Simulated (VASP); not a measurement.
Set up this calculation in VASP 6.6.1, as the native input.

* Task: relaxation of cell and atoms
* Functional: PBE
* Potentials or basis: VASP PAW PBE potentials, release 64 (Al, P)
* Cutoff: 600 eV
* k mesh: 4 × 4 × 4
* Occupations: gaussian, width 0.1 eV
* Spin: no spin polarisation
* Dipole correction: no
* Further INCAR settings: ALGO = Normal; EDIFF = 1e-07; IBRION = 2; EDIFFG = -0.04; NSW = 90; ISIF = 3

The structure of Al3P2 lies in POSCAR:

```
Al3P2
1.0
    3.9901606400      0.0000000000      0.0000000000
    0.0000000000      4.9086502600      0.0000000000
    0.0000000000      0.0000000000      5.9174834000
Al P
3 2
Direct
    0.0000000000      0.0000000000      0.5000000000
    0.5000000000      0.0000000000      0.0000000000
    0.0000000000      0.0000000000      0.0000000000
    0.5000000000      0.5000000000      0.5000000000
    0.5000000000      0.0000000000      0.5000000000
```

The cell was built from a structure type or drawn by symmetry, and may not be a known phase.

These files were run (other wordings do the same):

INCAR

```
PREC = Accurate
ENCUT = 600
EDIFF = 1E-7
ISMEAR = 0
SIGMA = 0.1
LREAL = False
LASPH = True
NELM = 100
ALGO = Normal
ISIF = 3
LWAVE = False
LCHARG = False
GGA = PE
IBRION = 2
NSW = 90
EDIFFG = -0.04
```

KPOINTS

```
Automatic mesh
0
Gamma
  4 4 4
```

Potentials or basis: VASP PAW PBE potentials, release 64 (Al, P).

Launch:

```sh
$ cat potpaw_PBE.64/Al/POTCAR potpaw_PBE.64/P/POTCAR > POTCAR
$ mpirun -np 1 vasp_std > vasp.out
```

Results of the run:

```json
{"Relaxed volume": "23.77 Å³/atom", "Relaxed cell": "a = 5.217 Å, b = 4.358 Å, c = 5.227 Å, α = 90.00°, β = 90.00°, γ = 90.00°", "Space group after relaxing (to 0.1 Å)": "P4/mmm (No. 123)", "Energy gained by relaxing": "1285.2 meV/atom", "Ionic steps": "12", "Pressure after relaxing": "-0.1 GPa", "Band gap on the k mesh": "zero (an odd number of electrons rules out a gap without spin polarisation)"}
```

Caveat: the k points lie up to 0.36 Å⁻¹ apart in the final cell, too coarse for converged energies and pressures of a metal; a cell axis changed by over 15 % at a fixed basis, so the end point is rough.

Wall time 4.5 min on 1 thread of Intel(R) Xeon(R) Platinum 8488C (Sapphire Rapids), on a shared host, peak memory 0.25 GiB.
